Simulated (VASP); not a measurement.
Runs of VASP 6.6.1 on MoSe. The structure is that of space group Pm-3m (No. 221), or close to it. The cells are those of the table. 

```csv
spin,cell,gap on the mesh (eV),pressure (GPa),moment (μB)
collinear,"a = 3.358 Å, 2 atoms",none,-7.2,(a)
off,"a = 3.531 Å, 2 atoms",1.40,(d),-
collinear,"a = 3.645 Å, 2 atoms",none,(c),4.00
collinear,"a = 3.531 Å, 2 atoms",none,-2.4,4.00
collinear,"a = 3.578 Å, 2 atoms",none,-4.8,4.00
off,"a = 3.345 Å, 2 atoms",(b),-1.0,-
collinear,"a = 3.278 Å, 2 atoms",none,-0.6,2.04
```

Alike in all rows: task single point; level r2SCAN+U; potentials or basis VASP PAW PBE potentials, release 64 (Mo_sv, Se); Mo d U = 4.38 eV; k mesh 12 × 12 × 12; cutoff (eV) 520; smearing gaussian 0.1 eV.

Q: Estimate the missing entries.

A: (a) 2.22; (b) 0.55; (c) -7.4; (d) -11.5.

Caveats: the PAW data sets were made with another functional, which shifts forces and pressure a little; the cell stands under tension (at least some runs); semilocal functionals underestimate gaps, and a narrow one can read as zero (at least some runs).

A k mesh can miss the band edges, and the runs leave out spin-orbit coupling on Mo, Se.

A gap of «none» marks levels without a gap at the run's occupations.
